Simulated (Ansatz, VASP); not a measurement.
## Sc: VASP beside Ansatz

```
Sc
1.0
     3.30880    0.00000    0.00000
    -1.65440    2.86550    0.00000
     0.00000    0.00000    5.16264
Sc
2
Cartesian
  0.0000 1.9103 1.2907
  1.6544 0.9552 3.8720
```

Change from the starting cell: strain -0.0200 x Voigt [0, 0, 1, 0, 0, 0], atoms carried along.

Alike in both runs: task single point; functional PBEsol; k mesh 18 × 18 × 10; occupations gaussian, width 0.15 eV; no spin polarisation.

|  | VASP | Ansatz |
| --- | --- | --- |
| version | VASP 6.6.1 | Ansatz 0.2.0 |
| potentials or method | VASP PAW PBE potentials, release 64 (Sc_sv), cutoff 520 eV | scalar-relativistic, plane waves, PAW |
| valence electrons in the cell | 22 | 22 |

```tsv
	VASP	Ansatz	Ansatz less VASP
gap on the k mesh at the Fermi level (eV)	none	none	-
pressure (GPa)	-1.8	-1.8	0.00
traceless stress, the component that is largest in VASP (GPa)	-0.17	-0.17	-0.001
```

VASP's potentials were made for PBE, not for PBEsol. A gap of «none» marks a metal or a gap that the smearing closes. With one functional, cell and mesh, what is left measures potentials, basis and numerics.
